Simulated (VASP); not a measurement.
A run of VASP 6.6.1 is set up as follows.

INCAR

```
SYSTEM = Hf3Ti
PREC = Accurate
ENCUT = 600
EDIFF = 1E-6
ISMEAR = 0
SIGMA = 0.1
LREAL = .False.
LASPH = .True.
NELM = 80
ALGO = Normal
ISIF = 3
LWAVE = .False.
LCHARG = .False.
GGA = PE
IBRION = 2
NSW = 90
EDIFFG = -0.04
```

File KPOINTS:

```
Automatic mesh
0
Gamma
  3 3 4
  0 0 0
```

Contents of POSCAR:

```
Hf3Ti
1.0
    5.9786320856      0.0000000000      0.0000000000
   -2.9893160428      5.1776472660      0.0000000000
    0.0000000000      0.0000000000      4.7987747057
Hf Ti
6 2
Direct
    0.8330000000      0.6660000000      0.2500000000
    0.1670000000      0.8330000000      0.7500000000
    0.3340000000      0.1670000000      0.2500000000
    0.1670000000      0.3340000000      0.7500000000
    0.8330000000      0.1670000000      0.2500000000
    0.6660000000      0.8330000000      0.7500000000
    0.3333333333      0.6666666667      0.2500000000
    0.6666666667      0.3333333333      0.7500000000
```

Potentials or basis: VASP PAW PBE potentials, release 64 (Hf_pv, Ti_sv).

Run with:

```console
$ cat potpaw_PBE.64/Hf_pv/POTCAR potpaw_PBE.64/Ti_sv/POTCAR > POTCAR
$ mpirun -np 1 vasp_std > vasp.out
```

**Question.** What does it give for the relaxed cell?

**Answer.** a = 6.273 Å, b = 6.273 Å, c = 4.985 Å, α = 90.00°, β = 90.00°, γ = 120.00°.

**Question.** What does it give for the space group after relaxing (to 0.1 Å)?

**Answer.** P6_3/mmc (No. 194).

Step by step:
```tsv
step	energy change (eV)	largest force (eV/Å)	pressure (GPa)	volume (Å³)
1	0.0000	0.6238	17.51	148.55
2	0.0290	0.0103	-12.13	196.57
3	-1.0864	0.1875	-0.43	170.56
4	-1.0870	0.1929	-0.17	170.09
5	-1.0867	0.1986	0.11	169.64
6	-1.0952	0.0926	0.22	169.44
7	-1.0979	0.0129	0.34	169.23
8	-1.0983	0.0165	-0.34	170.38
9	-1.0988	0.0147	-0.06	169.88
```

Caveat: the k points lie up to 0.39 Å⁻¹ apart in the final cell, too coarse for converged energies and pressures of a metal.
